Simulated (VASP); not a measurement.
# C (P1) in VASP: further runs

Runs on C. Level: LDA. Tasks: single point.

Program: VASP 6.6.1. These are calculated values, not measurements. Logs are shortened: lines on timing, memory, paths and dates and some standing lists are left out, and cuts for length are marked.

## 1. The cell of the first run

The typed cell holds 8 atoms: a = 4.175 Å, b = 4.175 Å, c = 4.175 Å, α = 109.47°, β = 109.47°, γ = 109.47°.

## 2. Single point, LDA (atom 1 (C) moved -0.300 Å along Cartesian [1 1 0])

Contents of INCAR:

```
SYSTEM = C
  PREC = Accurate
  ENCUT = 520
  EDIFF = 1E-6
  ISMEAR = 0
  SIGMA = 0.05
  LREAL = .False.
  LASPH = .True.
  NELM = 60
  ALGO = Normal
  ISIF = 2
  LWAVE = .False.
  LCHARG = .True.
  GGA = CA
  LELF = .True.
  LVHAR = .True.
  NBANDS = 26
```

Contents of KPOINTS:

```
Automatic mesh
0
Gamma
  8 8 8
  0 0 0
```

Contents of POSCAR:

```
C
1.0
   -2.4103983070      2.4103983070      2.4103983070
    2.4103983070     -2.4103983070      2.4103983070
    2.4103983070      2.4103983070     -2.4103983070
C
8
Direct
    0.2814675641     -0.0440035229     -0.0880070459
    0.6745289130      0.6745289130      0.6745289130
    0.0000000000      0.3254710870      0.0000000000
    0.0000000000      0.0000000000      0.3254710870
    0.0000000000      0.6745289130      0.0000000000
    0.3254710870      0.3254710870      0.3254710870
    0.6745289130      0.0000000000      0.0000000000
    0.0000000000      0.0000000000      0.6745289130
```

Potentials or basis: VASP PAW LDA potentials, release 64 (C).

Launch:

```bash
$ cat potpaw_LDA.64/C/POTCAR > POTCAR
$ mpirun -np 1 vasp_std > vasp.out
```

OUTCAR:

```text
SYSTEM = C
   PREC = Accurate
   ENCUT = 520
   EDIFF = 1E-6
   ISMEAR = 0
   LREAL = .False.
   LASPH = .True.
   NELM = 60
   ISIF = 2
   GGA = CA

 ion  position               nearest neighbor table
   1  0.281  0.956  0.912-   8 1.37   7 1.49   5 1.60   6 1.79
   2  0.675  0.675  0.675-   6 1.46   5 1.57   7 1.57   8 1.57
   3  0.000  0.325  0.000-   5 1.46   6 1.57   7 1.57   8 1.57
   4  0.000  0.000  0.325-   8 1.46   6 1.57   7 1.57   5 1.57
   5  0.000  0.675  0.000-   3 1.46   2 1.57   4 1.57   1 1.60
   6  0.325  0.325  0.325-   2 1.46   3 1.57   4 1.57   1 1.79
   7  0.675  0.000  0.000-   1 1.49   2 1.57   3 1.57   4 1.57
   8  0.000  0.000  0.675-   1 1.37   4 1.46   3 1.57   2 1.57

  LATTYP: Found a body centered cubic cell.
 ALAT       =     4.8207966140

  Lattice vectors:

 A1 = (  -2.4103983070,   2.4103983070,   2.4103983070)
 A2 = (   2.4103983070,  -2.4103983070,   2.4103983070)
 A3 = (   2.4103983070,   2.4103983070,  -2.4103983070)

Analysis of symmetry for initial positions (statically):
=====================================================================
 Subroutine PRICEL returns:
 Original cell was already a primitive cell.

 Routine SETGRP: Setting up the symmetry group for a
 body centered cubic supercell.

 Subroutine GETGRP returns: Found  1 space group operations
 (whereof  1 operations were pure point group operations)
 out of a pool of 48 trial point group operations.

The static configuration has the point symmetry C_1 .

Analysis of symmetry for dynamics (positions and initial velocities):
=====================================================================
 Subroutine PRICEL returns:
 Original cell was already a primitive cell.

 Routine SETGRP: Setting up the symmetry group for a
 body centered cubic supercell.

 Subroutine GETGRP returns: Found  1 space group operations
 (whereof  1 operations were pure point group operations)
 out of a pool of 48 trial point group operations.

The dynamic configuration has the point symmetry C_1 .

 Subroutine INISYM returns: Found  1 space group operations
 (whereof  1 operations are pure point group operations),
 and found     1 'primitive' translations

----------------------------------------------------------------------------------------

                                     Primitive cell

  volume of cell :      56.0178

  direct lattice vectors                    reciprocal lattice vectors
    -2.410398307  2.410398307  2.410398307     0.000000000  0.207434596  0.207434596
     2.410398307 -2.410398307  2.410398307     0.207434596  0.000000000  0.207434596
     2.410398307  2.410398307 -2.410398307     0.207434596  0.207434596  0.000000000

  length of vectors
     4.174932334  4.174932334  4.174932334     0.293356820  0.293356820  0.293356820

  position of ions in fractional coordinates (direct lattice)
     0.281467564  0.955996477  0.911992954
     0.674528913  0.674528913  0.674528913
     0.000000000  0.325471087  0.000000000
     0.000000000  0.000000000  0.325471087
     0.000000000  0.674528913  0.000000000
     0.325471087  0.325471087  0.325471087
     0.674528913  0.000000000  0.000000000
     0.000000000  0.000000000  0.674528913

  ion indices of the primitive-cell ions
   primitive index   ion index
                 1           1
                 2           2
                 3           3
                 4           4
                 5           5
                 6           6
                 7           7
                 8           8

----------------------------------------------------------------------------------------

 KPOINTS: Automatic mesh

Automatic generation of k-mesh.
 Grid dimensions read from file:
 generate k-points for:    8    8    8

 Generating k-lattice:

  Cartesian coordinates                     Fractional coordinates (reciprocal lattice)
     0.000000000  0.025929325  0.025929325     0.125000000  0.000000000  0.000000000
     0.025929325  0.000000000  0.025929325     0.000000000  0.125000000  0.000000000
     0.025929325  0.025929325  0.000000000     0.000000000  0.000000000  0.125000000

  Length of vectors
     0.036669602  0.036669602  0.036669602

  Shift w.r.t. Gamma in fractional coordinates (k-lattice)
     0.000000000  0.000000000  0.000000000

 Subroutine IBZKPT returns following result:
 ===========================================

 Found    260 irreducible k-points:

 Following reciprocal coordinates:
            Coordinates               Weight
  0.000000  0.000000  0.000000      1.000000
  0.125000  0.000000  0.000000      2.000000
  0.000000  0.125000  0.000000      2.000000
  0.000000  0.000000  0.125000      2.000000
  0.125000  0.000000 -0.125000      2.000000
  0.125000 -0.125000  0.000000      2.000000
[... 16 lines left out ...]
  0.500000 -0.000000  0.500000      1.000000
  0.500000  0.500000  0.000000      1.000000
 [... further k-points ...]
   k-points           NKPTS =    260   k-points in BZ     NKDIM =    260   number of bands    NBANDS=     26
   number of dos      NEDOS =    301   number of ions     NIONS =      8
   total plane-waves  NPLWV =  32768
   dimension x,y,z NGX =    32 NGY =   32 NGZ =   32
   dimension x,y,z NGXF=    64 NGYF=   64 NGZF=   64
   ions per type =               8
   NGX,Y,Z   is equivalent  to a cutoff of  12.74, 12.74, 12.74 a.u.
   NGXF,Y,Z  is equivalent  to a cutoff of  25.48, 25.48, 25.48 a.u.
 SYSTEM =  C
   PREC   = accura    normal or accurate (medium, high low for compatibility)
   ISTART =      0    job   : 0-new  1-cont  2-samecut
   ICHARG =      2    charge: 1-file 2-atom 10-const
   ISPIN  =      1    spin polarized calculation?
   LNONCOLLINEAR =      F non collinear calculations
   LSORBIT =      F    spin-orbit coupling
   LASPH  =      T    aspherical Exc in radial PAW
   ENCUT  =  520.0 eV  38.22 Ry    6.18 a.u.   7.76  7.76  7.76*2*pi/ulx,y,z
   NELM   =     60;   NELMIN=  2; NELMDL= -5     # of ELM steps
   EDIFF  = 0.1E-05   stopping-criterion for ELM
   LREAL  =      F    real-space projection
   EDIFFG = 0.1E-04   stopping-criterion for IOM
   NSW    =      0    number of steps for IOM
   IBRION =     -1    ionic relax: 0-MD 1-quasi-New 2-CG
   NFREE  =      0    steps in history (QN), initial steepest desc. (CG)
   ISIF   =      2    stress and relaxation
   ISYM   =      2    0-nonsym 1-usesym 2-fastsym
   POTIM  = 0.5000    time-step for ionic-motion
   TEBEG  =    0.0;   TEEND  =   0.0 temperature during run
   PSTRESS=    0.0 pullay stress
   NELECT =      32.0000    total number of electrons
   NUPDOWN=      -1.0000    fix difference up-down
   EMIN   =  10.00;   EMAX   =-10.00  energy-range for DOS
   EFERMI =   0.00;   METHOD = LEGACY
   ISMEAR =     0;   SIGMA  =   0.05  broadening in eV -4-tet -1-fermi 0-gaus
   EFERMI_NEDOS =   21; number of points for ismear=-14 and -15
   IALGO  =     38    algorithm
   IMIX   =      4    mixing-type and parameters
     AMIX     =   0.40;   BMIX     =  1.00
     AMIX_MAG =   1.60;   BMIX_MAG =  1.00
  volume/ion in A,a.u.               =       7.00        47.25
  Fermi-wavevector in a.u.,A,eV,Ry     =   1.358364  2.566935 25.104810  1.845151
  Thomas-Fermi vector in A             =   2.485203
   LORBIT       =      0    0 simple, 1 ext, 2 COOP (PROOUT), +10 PAW based schemes
   GGA     = CA    functional components
   LHFCALC =     F    Hartree Fock is set to
   AEXX    =    0.0000 exact exchange contribution
   IVDW    =     0    specifies the selected vdW correction
   LEPSILON=     F    determine dielectric tensor
   LRPA    =     F    only Hartree local field effects (RPA)
 non-spin polarized calculation
 Gauss-broadening in eV      SIGMA  =   0.05
  energy-cutoff  :      520.00
  volume of cell :       56.02
 maximum number of plane-waves:      1526
   NGX = 15   NGY = 15   NGZ = 15

 number of electron      32.0000005 magnetization

 Free energy of the ion-electron system (eV)
  ---------------------------------------------------
  ext. energy  EPLUGINS =         0.00000000
  ---------------------------------------------------
  free energy    TOTEN  =       -73.83171600 eV

  energy without entropy =      -73.83171600  energy(sigma->0) =      -73.83171600

 E-fermi :   8.0610     XC(G=0): -12.0271

 val. band max:        7.8040188162   @ k =   0.5000   0.5000   0.5000
 cond. band min:       8.9253636395   @ k =  -0.2500   0.2500   0.1250
 fundamental gap:      1.1213448232
 Fermi energy:         8.0609900921

 k-point     1 :       0.0000    0.0000    0.0000
  band No.  band energies     occupation
      1     -14.1929      2.00000
      2      -6.9225      2.00000
      3      -5.9236      2.00000
      4      -5.4470      2.00000
      5      -5.0338      2.00000
      6      -4.8260      2.00000
[... 18 lines left out ...]
     25      17.8415      0.00000
     26      18.2461      0.00000

 k-point     2 :       0.1250    0.0000    0.0000
  band No.  band energies     occupation
      1     -14.0991      2.00000
      2      -7.2248      2.00000
      3      -6.6309      2.00000
      4      -5.8187      2.00000
      5      -5.1893      2.00000
      6      -4.7802      2.00000
[... 18 lines left out ...]
     25      17.9958      0.00000
     26      18.2884      0.00000

 k-point     3 :       0.0000    0.1250    0.0000
  band No.  band energies     occupation
      1     -14.0980      2.00000
      2      -7.2150      2.00000
      3      -6.6116      2.00000
      4      -6.0183      2.00000
      5      -5.0287      2.00000
      6      -4.7202      2.00000
[... 572 lines left out ...]
 k-point    23 :       0.5000   -0.0000    0.5000
  band No.  band energies     occupation
      1     -13.2677      2.00000
      2     -10.0302      2.00000
      3      -7.2515      2.00000
      4      -5.7745      2.00000
      5      -5.3659      2.00000
      6      -5.2790      2.00000
[... 18 lines left out ...]
     25      18.1536      0.00000
     26      18.5068      0.00000

 k-point    24 :       0.5000    0.5000    0.0000
  band No.  band energies     occupation
      1     -13.3449      2.00000
      2      -9.6030      2.00000
      3      -7.6868      2.00000
      4      -5.8667      2.00000
      5      -5.5249      2.00000
      6      -5.0859      2.00000
[... 18 lines left out ...]
     25      18.2893      0.00000
     26      18.6998      0.00000

 [... further k-points ...]

------------------------ aborting loop because EDIFF is reached ----------------------------------------

  FORCE on cell =-STRESS in cart. coord.  units (eV):
  Direction    XX          YY          ZZ          XY          YZ          ZX
  --------------------------------------------------------------------------------------
  -------------------------------------------------------------------------------------
  Total       -2.4455345      7.9485477     -0.1175467     -1.4022738     -0.4326162      0.2041944
  in kB      -69.9452048    227.3379465     -3.3619745    -40.1067024    -12.3733399      5.8402025
  external PRESSURE =      51.3435891 kB  Pullay stress =       0.0000000 kB

 VOLUME and BASIS-vectors are now :
 -----------------------------------------------------------------------------
  energy-cutoff  :      520.00
  volume of cell :       56.02
      direct lattice vectors                 reciprocal lattice vectors
    -2.410398307  2.410398307  2.410398307     0.000000000  0.207434596  0.207434596
     2.410398307 -2.410398307  2.410398307     0.207434596  0.000000000  0.207434596
     2.410398307  2.410398307 -2.410398307     0.207434596  0.207434596  0.000000000

 POSITION                                       TOTAL-FORCE (eV/Angst)
 -----------------------------------------------------------------------------------
      3.82415      0.57238      0.78451         3.581249      9.801833     -0.273078
      1.62588      1.62588      1.62588        -0.566471     -0.558278     -0.387729
      0.78451     -0.78451      0.78451        -0.340605     -0.255632      0.086645
      0.78451      0.78451     -0.78451        -0.423388     -0.634534      0.193012
      1.62588     -1.62588      1.62588        -0.705693     -0.576789      0.172577
      0.78451      0.78451      0.78451        -0.519764     -0.486810     -0.033592
     -1.62588      1.62588      1.62588        -0.860696     -1.989729     -0.022921
      1.62588      1.62588     -1.62588        -0.164632     -5.300061      0.265086
 -----------------------------------------------------------------------------------
    total drift:                                0.000086     -0.000206     -0.000037

  FREE ENERGIE OF THE ION-ELECTRON SYSTEM (eV)
  ---------------------------------------------------
  free  energy   TOTEN  =       -73.8317159979 eV

  energy  without entropy=      -73.8317159979  energy(sigma->0) =      -73.83171600
```

Wall time 2.6 min (1 thread of AMD EPYC 9R45 (Zen 5), shared host); peak memory 0.3 GiB.

What came out:

```
Free energy            : -73.8317 eV
Pressure               : 5.1 GPa
Largest force          : 10.439 eV/Å
Band gap on the k mesh : 1.12 eV (least direct gap 2.34 eV)
```

Forces in eV/Å, atoms in the order of the input:
```
C    3.581  9.802 -0.273
C   -0.566 -0.558 -0.388
C   -0.341 -0.256  0.087
C   -0.423 -0.635  0.193
C   -0.706 -0.577  0.173
C   -0.520 -0.487 -0.034
C   -0.861 -1.990 -0.023
C   -0.165 -5.300  0.265
```

Levels at points of the mesh, in eV from the valence-band top:
| k point | band 12 | band 13 | band 14 | band 15 | band 16 | band 17 | band 18 | band 19 | band 20 | band 21 |
| --- | --- | --- | --- | --- | --- | --- | --- | --- | --- | --- |
| (0.00, 0.00, 0.00) | -6.27 | -6.16 | -2.07 | -1.02 | -0.33 | 2.04 | 3.05 | 3.77 | 6.54 | 7.01 |
| (0.50, 0.00, 0.00) | -5.48 | -4.31 | -3.99 | -3.23 | -2.19 | 2.86 | 3.34 | 5.03 | 5.48 | 5.92 |
| (0.00, 0.50, 0.00) | -5.15 | -5.05 | -3.66 | -3.07 | -2.45 | 2.53 | 4.20 | 4.95 | 5.52 | 5.55 |
| (0.00, 0.00, 0.50) | -5.20 | -4.52 | -3.65 | -3.09 | -2.59 | 2.33 | 4.00 | 4.65 | 5.51 | 5.74 |
| (0.50, 0.00, 0.50) | -5.31 | -4.66 | -3.82 | -3.52 | -2.26 | 1.92 | 3.83 | 4.60 | 6.00 | 6.28 |
| (0.50, 0.50, 0.00) | -5.33 | -4.24 | -4.08 | -3.47 | -2.24 | 1.95 | 4.28 | 4.68 | 5.78 | 6.01 |
| (0.00, 0.50, 0.50) | -5.40 | -4.23 | -3.43 | -3.12 | -2.89 | 2.72 | 3.00 | 5.06 | 5.51 | 6.24 |
| (0.50, 0.50, 0.50) | -6.73 | -6.31 | -1.76 | -0.98 | 0.00 | 2.63 | 3.94 | 4.94 | 5.32 | 6.55 |

Caveat: the cell differs from its parent crystal (atom 1 (C) moved -0.300 Å along Cartesian [1 1 0]); the cell stands under pressure; forces of over 1 eV/Å act on the atoms, so gaps and moduli don't describe the material at rest. A k mesh can miss the band edges.

## 3. Single point, LDA (atom 1 (C) moved +0.240 Å along Cartesian [1 1 0])

Contents of INCAR:

```
  PREC = Accurate
  ENCUT = 520
  EDIFF = 1E-6
  ISMEAR = 0
  SIGMA = 0.05
  LREAL = False
  LASPH = True
  NELM = 80
  ALGO = Normal
  ISIF = 2
  LWAVE = False
  LCHARG = False
  GGA = CA
  NBANDS = 26
```

Contents of KPOINTS:

```
Automatic mesh
0
Gamma
  8 8 8
```

POSCAR, as its differences from that of step 2:

```diff
@@ -8,3 +8,3 @@
 Direct
-    0.2814675641     -0.0440035229     -0.0880070459
+    0.3606739053      0.0352028183      0.0704056367
     0.6745289130      0.6745289130      0.6745289130
```

Potentials or basis: VASP PAW LDA potentials, release 64 (C).

Launch:

```bash
$ cat potpaw_LDA.64/C/POTCAR > POTCAR
$ mpirun -np 1 vasp_std > vasp.out
```

It took 2.6 min on 1 thread of AMD EPYC 9R45 (Zen 5), shared host; peak memory 0.3 GiB.

The run converged. Its results:

| Property | Result |
| --- | --- |
| Free energy | -74.3465 eV |
| Pressure | 3.7 GPa |
| Largest force | 8.194 eV/Å |
| Band gap on the k mesh | 1.59 eV (least direct gap 2.77 eV) |

Forces on the atoms (eV/Å):
```
C   -7.446 -3.415 -0.164
C    0.486  0.352  0.140
C    0.220  0.261  0.066
C    0.459  0.465 -0.291
C    0.468  0.569  0.115
C    3.816  0.316  0.194
C    1.541  0.760 -0.038
C    0.457  0.692 -0.023
```

Stress tensor (GPa, compression positive):
```
17.51 -2.47  0.81
-2.47 -6.55 -0.39
 0.81 -0.39  0.11
```

Levels at points of the mesh, in eV from the valence-band top:
```
           k point  band 14  band 15  band 16  band 17  band 18  band 19
(0.00, 0.00, 0.00)    -1.77    -0.94    -0.34     2.45     3.26     3.85
(0.50, 0.00, 0.00)    -3.67    -3.36    -2.32     2.40     4.16     4.78
(0.00, 0.50, 0.00)    -3.27    -3.05    -2.86     2.96     3.49     5.21
(0.00, 0.00, 0.50)    -3.52    -3.01    -2.58     2.73     4.34     4.85
(0.50, 0.00, 0.50)    -3.83    -3.08    -2.24     3.18     3.76     5.20
(0.50, 0.50, 0.00)    -3.92    -3.29    -2.29     2.43     4.55     4.87
(0.00, 0.50, 0.50)    -3.52    -3.01    -2.45     2.88     4.52     5.27
(0.50, 0.50, 0.50)    -1.46    -0.79     0.00     2.91     4.31     5.11
```

Caveat: the cell differs from its parent crystal (atom 1 (C) moved +0.240 Å along Cartesian [1 1 0]); the cell stands under pressure; forces of over 1 eV/Å act on the atoms, so gaps and moduli don't describe the material at rest.
